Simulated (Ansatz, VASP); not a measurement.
**Two plane-wave programs on Hg**

Contents of INCAR:

```
SYSTEM = Hg
  ALGO = Fast
  EDIFF = 1E-6
  ENCUT = 520
  GGA = PS
  ISIF = 2
  ISMEAR = 0
  LASPH = .True.
  LCHARG = .False.
  LREAL = .False.
  LWAVE = .False.
  NBANDS = 45
  NELM = 60
  PREC = Accurate
  SIGMA = 0.02
```

KPOINTS

```
k-points
0
Gamma
  6 4 6
  0 0 0
```

Contents of POSCAR:

```
Hg
1.0
    5.2237571558      0.0000000000      0.1386105097
    0.0000000000      5.4916984002      0.0000000000
   -2.2060769325      0.0000000000      4.8913578840
Hg
6
Direct
    0.0000000000      0.0000000000      0.0000000000
    0.0000000000      0.5000000000      0.5000000000
    0.3333016353      0.5000002335      0.1666874810
    0.6666983647      1.0000002335      0.3333125190
    0.6666983647      0.4999997665      0.8333125190
    0.3333016353     -0.0000002335      0.6666874810
```

Input for Ansatz:

```yaml
crystal:
  lattice:
    - [5.2237571558, 0.0, 0.1386105097]
    - [0.0, 5.4916984002, 0.0]
    - [-2.2060769325, 0.0, 4.891357884]
  atoms:
    - { symbol: Hg, position: [0.0, 0.0, 0.0] }
    - { symbol: Hg, position: [0.0, 0.5, 0.5] }
    - { symbol: Hg, position: [0.3333016353, 0.5000002335, 0.166687481] }
    - { symbol: Hg, position: [0.6666983647, 1.0000002335, 0.333312519] }
    - { symbol: Hg, position: [0.6666983647, 0.4999997665, 0.833312519] }
    - { symbol: Hg, position: [0.3333016353, -2.335e-07, 0.666687481] }
basis:
  ecutwfc: 420
kpoints:
  mp_grid: { grid: [6, 4, 6] }
  band_path:
    path:
      - [[0.0, 0.0, 0.0], [0.0, 1.0, 0.0], [-0.5, 1.0, 1.0], [-0.5, 0.0, 1.0], [0.0, 0.0, 0.0]]
      - [[-1.0, 0.5, 0.5], [0.0, 0.0, 0.0], [-0.5, 0.5, -0.5]]
    npoints: 14
hamiltonian:
  xc: pbesol
scf:
  occupations: { method: gaussian, width: 0.02 }
  n_extra_bands: 15
output:
  forces: true
  stress: true
  eigenvalues: true
  populations: true
  dos: { projected: true, de: 0.02, nscf_kmesh: { grid: [9, 6, 9] } }
  bader: true
```

Alike in both runs: task single point; functional PBEsol; k mesh 6 × 4 × 6; occupations gaussian, width 0.02 eV; no spin polarisation.

|  | VASP | Ansatz |
| --- | --- | --- |
| version | VASP 6.6.1 | Ansatz 0.2.0 |
| potentials or method | VASP PAW PBE potentials, release 64 (Hg), cutoff 520 eV | scalar-relativistic, plane waves, PAW |
| valence electrons in the cell | 72 | 120 |

|  | VASP | Ansatz | Ansatz less VASP |
| --- | --- | --- | --- |
| gap on the k mesh at the Fermi level (eV) | none | none | - |
| pressure (GPa) | 0.4 | 0.0 | -0.35 |
| traceless stress, the component that is largest in VASP (GPa) | 0.15 | 0.01 | -0.143 |

VASP's potentials were made for PBE, not for PBEsol. A gap of «none» marks a metal or a gap that the smearing closes. With one functional, cell and mesh, what is left measures potentials, basis and numerics. VASP's potentials hold 72 valence electrons a cell and Ansatz's 120, so a difference there can come from the potentials and not from the codes. Ansatz's warnings: structure snapped to symmetry.

Neither program's run includes spin-orbit coupling.
